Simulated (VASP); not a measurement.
# GaAs (I-4m2) in VASP: further runs

The runs below take GaAs through single point, with PBE.

Everything below comes from runs of VASP 6.6.1. Logs are shortened: lines on timing, memory, paths and dates and some standing lists are left out, and cuts for length are marked.

### 1 The cell of the first run

Symmetry: I-4m2, No. 119, tetragonal system. Conventional cell: a = 4.063 Å, b = 4.063 Å, c = 5.630 Å, α = 90.00°, β = 90.00°, γ = 90.00°. Ga (site symmetry -4m2) has 4 As at 2.47 Å within 3.3 Å. As (site symmetry -4m2) has 4 Ga at 2.47 Å within 3.3 Å.

### 2 Single point, PBE (strain -0.0200 x Voigt [0, 0, 1, 0, 0, 0])

INCAR reads:

```
SYSTEM = GaAs
  ALGO = Normal
  EDIFF = 1E-6
  ENCUT = 520
  GGA = PE
  ISIF = 2
  ISMEAR = 0
  LASPH = .True.
  LCHARG = .False.
  LREAL = .False.
  LWAVE = .False.
  NBANDS = 16
  NELM = 100
  PREC = Accurate
  SIGMA = 0.03
```

KPOINTS reads:

```
k-points
0
Gamma
  10 10 10
  0 0 0
```

POSCAR reads:

```
GaAs
1.0
    0.0000000000      2.8726922659      2.8152384206
    2.8726922659      0.0000000000      2.8152384206
    2.8726922659      2.8726922659      0.0000000000
Ga As
1 1
Direct
    0.0000000000      0.0000000000      0.0000000000
    0.7500000000      0.7500000000      0.7500000000
```

Potentials or basis: VASP PAW PBE potentials, release 64 (Ga_d, As).

Command:

```bash
cat potpaw_PBE.64/Ga_d/POTCAR potpaw_PBE.64/As/POTCAR > POTCAR
mpirun -np 1 vasp_std > vasp.out
```

OUTCAR:

```text
SYSTEM = GaAs
   EDIFF = 1E-6
   ENCUT = 520
   GGA = PE
   ISIF = 2
   ISMEAR = 0
   LASPH = .True.
   LREAL = .False.
   NELM = 100
   PREC = Accurate

 ion  position               nearest neighbor table
   1  0.000  0.000  0.000-   2 2.47   2 2.47   2 2.47   2 2.47
   2  0.750  0.750  0.750-   1 2.47   1 2.47   1 2.47   1 2.47

  LATTYP: Found a body centered tetragonal cell.
 ALAT       =     4.0626003630
 C/A-ratio  =     1.3859292911

  Lattice vectors:

 A1 = (   0.0000000000,  -2.8726922659,  -2.8152384206)
 A2 = (   0.0000000000,   2.8726922659,  -2.8152384206)
 A3 = (   2.8726922659,   0.0000000000,   2.8152384206)

Analysis of symmetry for initial positions (statically):
=====================================================================
 Subroutine PRICEL returns:
 Original cell was already a primitive cell.

 Routine SETGRP: Setting up the symmetry group for a
 body centered tetragonal supercell.

 Subroutine GETGRP returns: Found  8 space group operations
 (whereof  8 operations were pure point group operations)
 out of a pool of 16 trial point group operations.

The static configuration has the point symmetry D_2d.

Analysis of symmetry for dynamics (positions and initial velocities):
=====================================================================
 Subroutine PRICEL returns:
 Original cell was already a primitive cell.

 Routine SETGRP: Setting up the symmetry group for a
 body centered tetragonal supercell.

 Subroutine GETGRP returns: Found  8 space group operations
 (whereof  8 operations were pure point group operations)
 out of a pool of 16 trial point group operations.

The dynamic configuration has the point symmetry D_2d.

 Subroutine INISYM returns: Found  8 space group operations
 (whereof  8 operations are pure point group operations),
 and found     1 'primitive' translations

----------------------------------------------------------------------------------------

                                     Primitive cell

  volume of cell :      46.4647

  direct lattice vectors                    reciprocal lattice vectors
     0.000000000  2.872692266  2.815238421    -0.174052754  0.174052754  0.177604851
     2.872692266  0.000000000  2.815238421     0.174052754 -0.174052754  0.177604851
     2.872692266  2.872692266  0.000000000     0.174052754  0.174052754 -0.177604851

  length of vectors
     4.022179536  4.022179536  4.062600363     0.303532874  0.303532874  0.303532874
[... 75 lines left out ...]
   ISPIN  =      1    spin polarized calculation?
   LNONCOLLINEAR =      F non collinear calculations
   LSORBIT =      F    spin-orbit coupling
   LASPH  =      T    aspherical Exc in radial PAW
   ENCUT  =  520.0 eV  38.22 Ry    6.18 a.u.   7.48  7.48  7.55*2*pi/ulx,y,z
   NELM   =    100;   NELMIN=  2; NELMDL= -5     # of ELM steps
   EDIFF  = 0.1E-05   stopping-criterion for ELM
   LREAL  =      F    real-space projection
   EDIFFG = 0.1E-04   stopping-criterion for IOM
   NSW    =      0    number of steps for IOM
   IBRION =     -1    ionic relax: 0-MD 1-quasi-New 2-CG
   NFREE  =      0    steps in history (QN), initial steepest desc. (CG)
   ISIF   =      2    stress and relaxation
   ISYM   =      2    0-nonsym 1-usesym 2-fastsym
   POTIM  = 0.5000    time-step for ionic-motion
   TEBEG  =    0.0;   TEEND  =   0.0 temperature during run
   PSTRESS=    0.0 pullay stress
   NELECT =      18.0000    total number of electrons
   NUPDOWN=      -1.0000    fix difference up-down
   EMIN   =  10.00;   EMAX   =-10.00  energy-range for DOS
   EFERMI =   0.00;   METHOD = LEGACY
   ISMEAR =     0;   SIGMA  =   0.03  broadening in eV -4-tet -1-fermi 0-gaus
   EFERMI_NEDOS =   21; number of points for ismear=-14 and -15
   IALGO  =     38    algorithm
   IMIX   =      4    mixing-type and parameters
     AMIX     =   0.40;   BMIX     =  1.00
     AMIX_MAG =   1.60;   BMIX_MAG =  1.00
  volume/ion in A,a.u.               =      23.23       156.78
  Fermi-wavevector in a.u.,A,eV,Ry     =   1.193414  2.255226 19.377927  1.424237
  Thomas-Fermi vector in A             =   2.329429
   LORBIT       =      0    0 simple, 1 ext, 2 COOP (PROOUT), +10 PAW based schemes
   GGA     = PE    functional components
   LHFCALC =     F    Hartree Fock is set to
   AEXX    =    0.0000 exact exchange contribution
   IVDW    =     0    specifies the selected vdW correction
   LEPSILON=     F    determine dielectric tensor
   LRPA    =     F    only Hartree local field effects (RPA)
 non-spin polarized calculation
 Gauss-broadening in eV      SIGMA  =   0.03
  energy-cutoff  :      520.00
  volume of cell :       46.46
 maximum number of plane-waves:      1273
 NGX is ok and might be reduce to    30
   NGX = 15   NGY = 15   NGZ = 15

 number of electron      17.9999986 magnetization

 Free energy of the ion-electron system (eV)
  ---------------------------------------------------
  ext. energy  EPLUGINS =         0.00000000
  ---------------------------------------------------
  free energy    TOTEN  =        -8.26826988 eV

  energy without entropy =       -8.26826988  energy(sigma->0) =       -8.26826988

 E-fermi :   3.8646     XC(G=0):  -9.4631

 val. band max:        3.7444712230   @ k =   0.0000   0.0000   0.0000
 cond. band min:       3.9796028357   @ k =   0.0000   0.0000   0.0000
 fundamental gap:      0.2351316127
 Fermi energy:         3.8645510158

 k-point     1 :       0.0000    0.0000    0.0000
  band No.  band energies     occupation
      1     -11.0886      2.00000
      2     -11.0886      2.00000
      3     -11.0836      2.00000
      4     -11.0164      2.00000
      5     -11.0127      2.00000
      6      -8.8552      2.00000
[... 433 lines left out ...]
      3     -11.0540      2.00000
      4     -11.0333      2.00000
      5     -11.0031      2.00000
      6      -7.1632      2.00000
[... 8 lines left out ...]
     15      15.7489      0.00000
     16      16.4113      0.00000

 [... further k-points ...]
[... 5 lines left out ...]
  --------------------------------------------------------------------------------------
  -------------------------------------------------------------------------------------
  Total        0.3077953      0.3077953      0.6360207      0.0000000      0.0000000      0.0000000
  in kB       10.6132695     10.6132695     21.9310002      0.0000000      0.0000000      0.0000000
  external PRESSURE =      14.3858464 kB  Pullay stress =       0.0000000 kB

 VOLUME and BASIS-vectors are now :
 -----------------------------------------------------------------------------
  energy-cutoff  :      520.00
  volume of cell :       46.46
      direct lattice vectors                 reciprocal lattice vectors
     0.000000000  2.872692266  2.815238421    -0.174052754  0.174052754  0.177604851
     2.872692266  0.000000000  2.815238421     0.174052754 -0.174052754  0.177604851
     2.872692266  2.872692266  0.000000000     0.174052754  0.174052754 -0.177604851

 POSITION                                       TOTAL-FORCE (eV/Angst)
 -----------------------------------------------------------------------------------
      0.00000      0.00000      0.00000         0.000000      0.000000     -0.000000
      4.30904      4.30904      4.22286        -0.000000      0.000000      0.000000
 -----------------------------------------------------------------------------------
    total drift:                               -0.000002     -0.000002     -0.000002

  FREE ENERGIE OF THE ION-ELECTRON SYSTEM (eV)
  ---------------------------------------------------
  free  energy   TOTEN  =        -8.2682698782 eV

  energy  without entropy=       -8.2682698781  energy(sigma->0) =       -8.26826988
```

OSZICAR:

```text
N       E                     dE             d eps       ncg     rms          rms(c)
DAV:   1     0.841111400485E+02    0.84111E+02   -0.89259E+03  3320   0.152E+03
DAV:   2    -0.190156037861E+01   -0.86013E+02   -0.82061E+02  3816   0.311E+02
DAV:   3    -0.832389418054E+01   -0.64223E+01   -0.64027E+01  3992   0.658E+01
DAV:   4    -0.842088586540E+01   -0.96992E-01   -0.96982E-01  4024   0.897E+00
DAV:   5    -0.842225762970E+01   -0.13718E-02   -0.13717E-02  4152   0.956E-01    0.282E+00
DAV:   6    -0.828493478583E+01    0.13732E+00   -0.21067E-01  4976   0.768E+00    0.169E+00
DAV:   7    -0.826690621087E+01    0.18029E-01   -0.59896E-02  4024   0.173E+00    0.557E-01
DAV:   8    -0.826775435981E+01   -0.84815E-03   -0.99363E-03  4016   0.111E+00    0.100E-01
DAV:   9    -0.826815172487E+01   -0.39737E-03   -0.92736E-04  4112   0.365E-01    0.516E-02
DAV:  10    -0.826821790329E+01   -0.66178E-04   -0.69471E-05  4520   0.812E-02    0.280E-02
DAV:  11    -0.826826956976E+01   -0.51666E-04   -0.73608E-05  3768   0.631E-02    0.339E-03
DAV:  12    -0.826826987815E+01   -0.30839E-06   -0.10978E-06  3400   0.145E-02
   1 F= -.82682699E+01 E0= -.82682699E+01  d E =-.880012E-11
```

Run time: 66 s. Hardware: 1 thread of Intel Xeon 6975P-C, shared host; peak memory 0.22 GiB.

What came out:

* Free energy: -8.2683 eV
* Pressure: 1.4 GPa
* Band gap on the k mesh: 0.24 eV, direct

Levels at points of the mesh, in eV from the valence-band top:
```tsv
k point	band 7	band 8	band 9	band 10	band 11	band 12
(0.00, 0.00, 0.00)	-0.11	-0.11	0.00	0.24	3.62	3.67
(0.50, 0.00, 0.00)	-6.56	-1.25	-1.09	0.84	4.49	4.63
(0.50, 0.50, 0.00)	-6.68	-2.74	-2.74	1.37	1.47	9.88
(0.50, 0.00, 0.50)	-6.80	-2.61	-2.60	1.48	1.66	9.79
```

Caveat: the cell differs from its parent crystal (strain -0.0200 x Voigt [0, 0, 1, 0, 0, 0]).

### 3 Single point, PBE (strain -0.0150 x Voigt [0, 0, 1, 0, 0, 0])

INCAR reads:

```
PREC = Accurate
ENCUT = 520
EDIFF = 1E-6
ISMEAR = 0
SIGMA = 0.03
LREAL = F
LASPH = T
NELM = 100
ALGO = Normal
ISIF = 2
LWAVE = F
LCHARG = F
GGA = PE
NBANDS = 16
```

KPOINTS reads:

```
Automatic mesh
0
Gamma
  10 10 10
```

POSCAR reads:

```
GaAs
1.0
    0.0000000000      2.8726922659      2.8296018819
    2.8726922659      0.0000000000      2.8296018819
    2.8726922659      2.8726922659      0.0000000000
Ga As
1 1
Direct
    0.0000000000      0.0000000000      0.0000000000
    0.7500000000      0.7500000000      0.7500000000
```

Potentials or basis: VASP PAW PBE potentials, release 64 (Ga_d, As).

Command:

```bash
cat potpaw_PBE.64/Ga_d/POTCAR potpaw_PBE.64/As/POTCAR > POTCAR
mpirun -np 1 vasp_std > vasp.out
```

Wall time 72 s (1 thread of Intel Xeon 6975P-C, shared host); peak memory 0.23 GiB.

It converged, with:

```yaml
Free_energy: -8.2711 eV
Pressure: 1.1 GPa
Band_gap_on_the_k_mesh: 0.22 eV, direct
```

Stress tensor (GPa, compression positive):
```
0.82 0.00 0.00
0.00 0.82 0.00
0.00 0.00 1.67
```

Levels at points of the mesh, in eV from the valence-band top:
| k point | band 6 | band 7 | band 8 | band 9 | band 10 | band 11 | band 12 | band 13 |
| --- | --- | --- | --- | --- | --- | --- | --- | --- |
| (0.00, 0.00, 0.00) | -12.55 | -0.08 | -0.08 | 0.00 | 0.22 | 3.64 | 3.68 | 3.68 |
| (0.50, 0.00, 0.00) | -10.88 | -6.52 | -1.21 | -1.09 | 0.85 | 4.52 | 4.62 | 7.67 |
| (0.50, 0.50, 0.00) | -10.15 | -6.66 | -2.68 | -2.68 | 1.41 | 1.52 | 9.85 | 9.85 |
| (0.50, 0.00, 0.50) | -10.20 | -6.75 | -2.59 | -2.58 | 1.50 | 1.66 | 9.79 | 9.88 |

Caveat: the cell differs from its parent crystal (strain -0.0150 x Voigt [0, 0, 1, 0, 0, 0]).
